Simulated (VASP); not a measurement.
Set up this calculation in VASP 6.6.1, as the native input.

| Item | Value |
| --- | --- |
| Task | single point |
| Functional | LDA |
| Potentials or basis | VASP PAW LDA potentials, release 64 (La) |
| Cutoff | 520 eV |
| k mesh | 11 × 11 × 6 |
| Occupations | fermi-dirac, width 0.05 eV |
| Spin | no spin polarisation |
| Dipole correction | no |
| Further INCAR settings | ALGO = Normal; EDIFF = 1e-07; NBANDS = 18 |

The structure of La lies in POSCAR:

```
La
1.0
    3.7500020507     -0.0187500102     -0.0187500102
   -1.8912390105      3.2569720452     -0.0068629801
   -0.0303500000     -0.0303500000      6.0700000000
La
2
Direct
    0.3333333333      0.6666666667      0.2500000000
    0.6666666667      0.3333333333      0.7500000000
```

This cell differs from its parent crystal: equal xy, yz and zx shear strains of -1 %.

The input as run:

INCAR

```
  ALGO = Normal
  EDIFF = 1E-7
  ENCUT = 520
  ISIF = 2
  ISMEAR = -1
  LASPH = True
  LCHARG = False
  LREAL = False
  LWAVE = False
  NBANDS = 18
  NELM = 100
  PREC = Accurate
  SIGMA = 0.05
```

KPOINTS

```
k-points
0
Gamma
  11 11 6
```

Potentials or basis: VASP PAW LDA potentials, release 64 (La).

Run with:

```sh
$ cat potpaw_LDA.64/La/POTCAR > POTCAR
$ mpirun -np 1 vasp_std > vasp.out
```

Results of the run:

* Pressure: -3.1 GPa
* Band gap on the k mesh: zero (band 11 reaches 8.70 eV, above the bottom of band 12 at 7.32 eV)

Caveat: the cell differs from its parent crystal (equal xy, yz and zx shear strains of -1 %); spin-orbit coupling is left out, which moves the levels of the heavy elements.

Wall time 9.8 min on 1 thread of Oxide Virtual Turin-like Processor, on a shared host, peak memory 0.52 GiB.
